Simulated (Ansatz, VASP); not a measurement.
**Al3GaAs4: VASP beside Ansatz**

```
Al Ga As
1.0
     5.72970    0.00000    0.00000
     0.00000    5.72970    0.00000
     0.00000    0.00000    5.72970
Al Ga As
3 1 4
Cartesian
  2.8649 0.0000 0.0000
  0.0000 0.0000 2.8649
  0.0000 2.8649 0.0000
  2.8649 2.8649 2.8649
  4.3023 1.4274 4.3023
  4.3023 4.3023 1.4274
  1.4274 1.4274 1.4274
  1.4274 4.3023 4.3023
```

Alike in both runs: functional PBE; k mesh 4 × 4 × 4; occupations gaussian, width 0.1 eV; no spin polarisation.

Ansatz relaxed the structure, and its values are those at the end. VASP's run is a single point on that final structure, the one shown.

```csv
,VASP,Ansatz
version,VASP 6.6.1,Ansatz 0.2.0
potentials or method,"VASP PAW PBE potentials, release 64 (Al, Ga_d, As), cutoff 520 eV","scalar-relativistic, plane waves, PAW"
valence electrons in the cell,42,82
```

```csv
,VASP,Ansatz,Ansatz less VASP
gap on the k mesh at the Fermi level (eV),1.03,1.04,+0.005
least direct gap on the mesh (eV),1.17,1.17,0.000
pressure (GPa),0.3,0.1,-0.16
```

The functional is the same, so the differences come from potentials, cutoffs and numerics. VASP's potentials hold 42 valence electrons a cell and Ansatz's 82, so a difference there can come from the potentials and not from the codes.
